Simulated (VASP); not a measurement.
Input of a VASP 6.6.1 run:

File INCAR:

```
PREC = Accurate
ENCUT = 520
EDIFF = 1E-7
ISMEAR = -1
SIGMA = 0.05
LREAL = F
LASPH = T
NELM = 60
ALGO = Normal
ISIF = 2
LWAVE = F
LCHARG = T
LELF = T
LVHAR = T
NBANDS = 35
```

KPOINTS

```
Automatic mesh
0
Gamma
  6 6 8
```

POSCAR

```
SnO2
1.0
    4.7222794323      0.0000000000      0.0000000000
    0.0000000000      4.7222794323      0.0000000000
    0.0000000000      0.0000000000      3.1904903717
Sn O
2 4
Direct
    0.5000000000      0.5000000000      0.5000000000
    0.0000000000      0.0000000000      0.0000000000
    0.8060685332      0.1939314668      0.5000000000
    0.6939314668      0.6939314668      0.0000000000
    0.1939314668      0.8060685332      0.5000000000
    0.3060685332      0.3060685332      0.0000000000
```

Potentials or basis: VASP PAW LDA potentials, release 64 (Sn_d, O).

The run is started by

```console
$ cat potpaw_LDA.64/Sn_d/POTCAR potpaw_LDA.64/O/POTCAR > POTCAR
$ mpirun -np 1 vasp_std > vasp.out
```

Task: What does it give for the largest force?

Result: 0.021 eV/Å.

Task: Predict the pressure.

Result: 1.1 GPa.

Task: What does it give for the band gap on the k mesh?

Result: 1.20 eV, direct.

Stress tensor (GPa, compression positive):
```
0.92 0.00 0.00
0.00 0.92 0.00
0.00 0.00 1.38
```

Caveat: spin-orbit coupling is left out, which moves the levels of the heavy elements. LDA gaps usually lie below the measured ones, often by a third to a half.
